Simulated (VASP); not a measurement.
Wanted: the native input for a VASP 6.6.1 run.

- Task: single point
- Functional: PBEsol
- Dispersion: D3(BJ)
- Potentials or basis: VASP PAW PBE potentials, release 64 (Al)
- Cutoff: 520 eV
- k mesh: 22 × 22 × 22
- Occupations: gaussian, width 0.15 eV
- Spin: no spin polarisation
- Dipole correction: no
- Further INCAR settings: ALGO = Normal; EDIFF = 1e-06; NBANDS = 8

The structure of Al lies in POSCAR:

```
Al
1.0
    0.0000000000      2.0810232911      1.9145414278
    2.0810232911      0.0000000000      1.9145414278
    2.0810232911      2.0810232911      0.0000000000
Al
1
Direct
    0.0000000000      0.0000000000      0.0000000000
```

This cell differs from its parent crystal: ratio of the length along z to the lengths across it x 0.92, volume and fractional coordinates fixed.

The input as run:

INCAR

```
SYSTEM = Al
PREC = Accurate
ENCUT = 520
EDIFF = 1E-6
ISMEAR = 0
SIGMA = 0.15
LREAL = .FALSE.
LASPH = .TRUE.
NELM = 60
ALGO = Normal
ISIF = 2
LWAVE = .FALSE.
LCHARG = .FALSE.
GGA = PS
IVDW = 12
NBANDS = 8
```

KPOINTS

```
Automatic mesh
0
G
  22 22 22
  0 0 0
```

Potentials or basis: VASP PAW PBE potentials, release 64 (Al).

Launch:

```bash
$ cat potpaw_PBE.64/Al/POTCAR > POTCAR
$ mpirun -np 1 vasp_std > vasp.out
```

It gave:

```
Pressure                   : -4.5 GPa
Band gap on the k mesh     : zero (an odd number of electrons rules out a gap without spin polarisation)
Dispersion energy per atom : -0.316 eV
```

Caveat: the cell stands under tension; the PAW data sets were made with another functional, which shifts forces and pressure a little.

Run time: 88 s on 1 thread of Intel Xeon 8259CL (shared host), peak memory 0.22 GiB.
